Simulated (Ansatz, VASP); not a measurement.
## HgTe: VASP beside Ansatz

INCAR

```
SYSTEM = HgTe
PREC = Accurate
ENCUT = 520
EDIFF = 1E-8
ISMEAR = -1
SIGMA = 0.03
LREAL = .False.
LASPH = .True.
NELM = 60
ALGO = Normal
ISIF = 2
LWAVE = .False.
LCHARG = .False.
GGA = PE
LEFG = .True.
NBANDS = 16
```

The input KPOINTS:

```
Automatic mesh
0
Gamma
  11 11 11
  0 0 0
```

Contents of POSCAR:

```
HgTe
1.0
    0.0000000000      3.2235000000      3.2879700000
    3.2235000000      0.0000000000      3.2879700000
    3.2235000000      3.2235000000      0.0000000000
Hg Te
1 1
Direct
    0.0000000000      0.0000000000      0.0000000000
    0.7500000000      0.7500000000      0.7500000000
```

Input for Ansatz:

```yaml
crystal:
  lattice:
    - [0.0, 3.2235, 3.28797]
    - [3.2235, 0.0, 3.28797]
    - [3.2235, 3.2235, 0.0]
  atoms:
    - { symbol: Hg, position: [0.0, 0.0, 0.0] }
    - { symbol: Te, position: [0.75, 0.75, 0.75] }
kpoints:
  mp_grid: { grid: [11, 11, 11] }
scf:
  occupations: { method: fermi_dirac, width: 0.03 }
hamiltonian:
  xc: pbe
  pseudopotentials: { kind: paw }
output:
  forces: true
  stress: true
  eigenvalues: true
  efg: { contact_densities: true }
```

Change from the starting cell: zz strain of +2 %, PAW files.

Alike in both runs: task electric field gradients; functional PBE; k mesh 11 × 11 × 11; occupations fermi-dirac, width 0.03 eV; no spin polarisation.

|  | VASP | Ansatz |
| --- | --- | --- |
| version | VASP 6.6.1 | Ansatz 0.2.0 |
| potentials or method | VASP PAW PBE potentials, release 64 (Hg, Te) | PAW with Ansatz's default frozen-core files, scalar-relativistic |
| plane-wave cutoff (eV) | 520 | 420 |
| valence electrons in the cell | 18 | 36 |

Ansatz gave:

| Item | Value |
| --- | --- |
| pressure (GPa) | 3.0 |
| traceless stress, the component that is largest in VASP (GPa) | -0.17 |
| size of Vzz on the site where it differs most (V/Å²) | 10.9 |

Question: Estimate VASP's values.

Answer: Pressure (GPa): 3.1; traceless stress, the component that is largest in VASP (GPa): -0.17; size of Vzz on the site where it differs most (V/Å²): 12.5.

With one functional, cell and mesh, what is left measures potentials, basis and numerics. VASP's potentials hold 18 valence electrons a cell and Ansatz's 36, so a difference there can come from the potentials and not from the codes.

Spin-orbit coupling is off throughout.
